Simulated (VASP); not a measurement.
Wanted: the native input for a VASP 6.6.1 run.

* Task: relaxation of cell and atoms
* Functional: PBE
* Potentials or basis: VASP PAW PBE potentials, release 64 (Se)
* Cutoff: 600 eV
* k mesh: 13 × 13 × 13
* Occupations: methfessel-paxton, width 0.1 eV
* Spin: no spin polarisation
* Target pressure: 10 GPa
* Dipole correction: no
* Further INCAR settings: ALGO = Normal; EDIFF = 1e-06; IBRION = 2; EDIFFG = -0.01; NSW = 80; ISIF = 3

The structure of Se lies in POSCAR:

```
Se
1.0
   -1.4038000000      1.4038000000      1.4038000000
    1.4038000000     -1.4038000000      1.4038000000
    1.4038000000      1.4038000000     -1.4038000000
Se
1
Direct
    0.0000000000      0.0000000000      0.0000000000
```

These files were run (other wordings do the same):

INCAR

```
SYSTEM = Se
PREC = Accurate ; ENCUT = 600
EDIFF = 1E-6 ; ISMEAR = 1
SIGMA = 0.1 ; LREAL = .False.
LASPH = .True. ; NELM = 100
ALGO = Normal ; ISIF = 3
LWAVE = .False. ; LCHARG = .False.
GGA = PE ; IBRION = 2
NSW = 80 ; EDIFFG = -0.01
PSTRESS = 100.0
```

KPOINTS

```
regular mesh
0
Gamma
  13 13 13
  0 0 0
```

Potentials or basis: VASP PAW PBE potentials, release 64 (Se).

Command:

```bash
$ cat potpaw_PBE.64/Se/POTCAR > POTCAR
$ mpirun -np 1 vasp_std > vasp.out
```

Results of the run:

```yaml
Relaxed_volume: 18.25 Å³/atom
Relaxed_cell: a = 2.873 Å, b = 2.873 Å, c = 2.873 Å, α = 109.47°, β = 109.47°, γ = 109.47°
Space_group_after_relaxing_to_0.05_Å: Im-3m (No. 229)
Energy_change_on_relaxing_the_enthalpy_is_what_falls: -2839.9 meV/atom
Ionic_steps: 8
Pressure_after_relaxing: 10.0 GPa
Band_gap_on_the_k_mesh: zero (band 3 reaches 10.45 eV, above the bottom of band 4 at 3.07 eV)
```

Caveat: the cell is relaxed towards a set pressure, so the enthalpy falls and the energy may rise; the volume moved by over 15 % at a fixed basis, so the end points are rough.

Wall time 52 s on 1 thread of Intel Xeon 8259CL (shared host), peak memory 0.13 GiB.
